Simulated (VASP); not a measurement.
Write the native input for VASP 6.6.1 that does the following.

```yaml
Task: electric field gradients
Functional: PBE
Potentials_or_basis: VASP PAW PBE potentials, release 64 (Ag)
Cutoff: 400 eV
k_mesh: 15 × 15 × 15
Occupations: fermi-dirac, width 0.03 eV
Spin: no spin polarisation
Dipole_correction: no
Further_INCAR_settings: ALGO = Normal; EDIFF = 1e-08; NBANDS = 12
```

The structure of Ag lies in POSCAR:

```
Ag
1.0
    0.0000000000      2.0831709575      2.0831709575
    2.0831709575      0.0000000000      2.0831709575
    2.0831709575      2.0831709575      0.0000000000
Ag
1
Direct
    0.0000000000      0.0000000000      0.0000000000
```

The input as run:

INCAR

```
  ALGO = Normal
  EDIFF = 1E-8
  ENCUT = 400
  GGA = PE
  GGA_COMPAT = F
  ISIF = 2
  ISMEAR = -1
  LASPH = T
  LCHARG = F
  LEFG = T
  LREAL = F
  LWAVE = F
  NBANDS = 12
  NELM = 120
  PREC = Accurate
  SIGMA = 0.03
```

KPOINTS

```
k-points
0
Gamma
  15 15 15
```

Potentials or basis: VASP PAW PBE potentials, release 64 (Ag).

Command:

```sh
$ cat potpaw_PBE.64/Ag/POTCAR > POTCAR
$ mpirun -np 1 vasp_std > vasp.out
```

Results of the run:

```json
{"Pressure": "-1.7 GPa", "Band gap on the k mesh": "zero (an odd number of electrons rules out a gap without spin polarisation)", "Largest electric field gradient by atom": "under 0.05 V/Å² on every atom"}
```

Run time: 12 s on 1 thread of AMD EPYC 7R13 Processor (Zen 3), with other jobs on the host, peak memory 0.1 GiB.
